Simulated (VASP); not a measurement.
SnSe:

```
CELL_PARAMETERS angstrom
0.00000 3.01000 3.01000
3.01000 0.00000 3.01000
3.01000 3.01000 0.00000
ATOMIC_POSITIONS crystal
Sn 0.00000 0.00000 0.00000
Se 0.50000 0.50000 0.50000
```

```yaml
Program: VASP 6.6.1
Task: relaxation of cell and atoms
Functional: r2SCAN
Dispersion: D4
Potentials_or_basis: VASP PAW PBE potentials, release 64 (Sn_d, Se)
Cutoff: 600 eV
k_mesh: 6 × 6 × 6
Occupations: gaussian, width 0.01 eV
Spin: no spin polarisation
```

At the start: pressure -1.1 GPa; volume 27.27 Å³/atom.

Question: How do energy, volume and symmetry change on relaxing?

Answer: Over 3 steps the energy falls by 2.1 meV/atom and the volume is 26.69 Å³/atom (-2.1 %); space group Fm-3m (No. 225, to 0.05 Å).

Step by step:
| step | energy change (eV) | largest force (eV/Å) | pressure (GPa) | volume (Å³) |
| --- | --- | --- | --- | --- |
| 1 | 0.0000 | 0.0000 | -1.11 | 54.54 |
| 2 | -0.0038 | 0.0000 | 0.34 | 53.07 |
| 3 | -0.0041 | 0.0000 | 0.02 | 53.38 |

Final structure:
```
Sn Se
1.0
     0.00000    2.98851    2.98851
     2.98851    0.00000    2.98851
     2.98851    2.98851    0.00000
Sn Se
1 1
Cartesian
  0.0000 0.0000 0.0000
  2.9885 2.9885 2.9885
```

Caveat: the PAW data sets were made with another functional, which shifts forces and pressure a little.
